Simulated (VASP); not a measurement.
A run of VASP 6.6.1 is set up as follows.

The input POSCAR:

```
HfN
1.0
    0.0000000000      2.4548220000      2.4548220000
    2.4548220000      0.0000000000      2.4548220000
    2.4548220000      2.4548220000      0.0000000000
Hf N
1 1
Direct
    0.0000000000      0.0000000000      0.0000000000
    0.2500000000      0.2500000000      0.2500000000
```

The input INCAR.step1:

```
ALGO = Normal ; EDIFF = 1E-5
ENCUT = 600 ; GGA = PE
ISMEAR = -1 ; LASPH = True
LCHARG = False ; LREAL = False
LWAVE = True ; NBANDS = 14
NELM = 80 ; PREC = Accurate
SIGMA = 0.05
```

Contents of INCAR.step2:

```
AEXX = 1.0 ; AGGAC = 0.0
ALDAC = 0.0 ; ALGO = Normal
EDIFF = 1E-6 ; EDIFFG = -0.01
ENCUT = 600 ; GGA = PE
IBRION = 2 ; ISIF = 3
ISMEAR = -1 ; ISTART = 1
LASPH = True ; LCHARG = False
LHFCALC = True ; LREAL = False
LWAVE = False ; NELM = 80
NSW = 60 ; PREC = Accurate
PRECFOCK = Normal ; SIGMA = 0.05
```

File KPOINTS:

```
k-points
0
Gamma
  5 5 5
```

Potentials or basis: VASP PAW PBE potentials, release 64 (Hf_pv, N).

Launch:

```bash
$ cat potpaw_PBE.64/Hf_pv/POTCAR potpaw_PBE.64/N/POTCAR > POTCAR
$ cp INCAR.step1 INCAR
$ mpirun -np 1 vasp_std > vasp.out
$ cp INCAR.step2 INCAR
$ mpirun -np 1 vasp_std > vasp.out
```

Estimate the space group after relaxing (to 0.1 Å).

F-43m (No. 216).

Predict the relaxed cell.

a = 3.480 Å, b = 3.480 Å, c = 3.480 Å, α = 60.00°, β = 60.00°, γ = 60.00°.

What does it give for the band gap on the k mesh?

Zero (an odd number of electrons rules out a gap without spin polarisation).

Estimate the relaxed volume.

14.90 Å³/atom.

Step by step:
```tsv
step	energy change (eV)	largest force (eV/Å)	pressure (GPa)	volume (Å³)
1	0.0000	0.0000	1.47	29.59
2	0.0022	0.0000	-2.67	30.17
3	-0.0009	0.0000	-0.03	29.79
```

Caveat: the k points lie up to 0.44 Å⁻¹ apart in the final cell, too coarse for converged energies and pressures of a metal; the PAW data sets were made with another functional, which shifts forces and pressure a little; spin-orbit coupling is left out, which moves the levels of the heavy elements.
